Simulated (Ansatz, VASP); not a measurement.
One calculation of CaO, two programs

```xyz
2
Lattice="0.0000 2.4123 2.4123 2.4123 0.0000 2.4123 2.4123 2.4123 0.0000" Properties=species:S:1:pos:R:3 pbc="T T T"
Ca    0.0000    0.0000    0.0000
O     2.4123    2.4123    2.4123
```

Change from the starting cell: strain -0.015 along x and y, -0.015 along z, atoms carried along.

Alike in both runs: task single point; functional PBE; k mesh 8 × 8 × 8; occupations gaussian, width 0.05 eV; no spin polarisation.

```csv
,VASP,Ansatz
version,VASP 6.6.1,Ansatz 0.2.0
potentials or method,"VASP PAW PBE potentials, release 64 (Ca_sv, O), cutoff 520 eV","scalar-relativistic, plane waves, PAW"
valence electrons in the cell,16,16
```

|  | VASP | Ansatz | Ansatz less VASP |
| --- | --- | --- | --- |
| gap on the k mesh at the Fermi level (eV) | 3.64 | 3.66 | +0.019 |
| least direct gap on the mesh (eV) | 4.01 | 4.03 | +0.018 |
| pressure (GPa) | 1.0 | 0.4 | -0.55 |

The functional is the same, so the differences come from potentials, cutoffs and numerics.
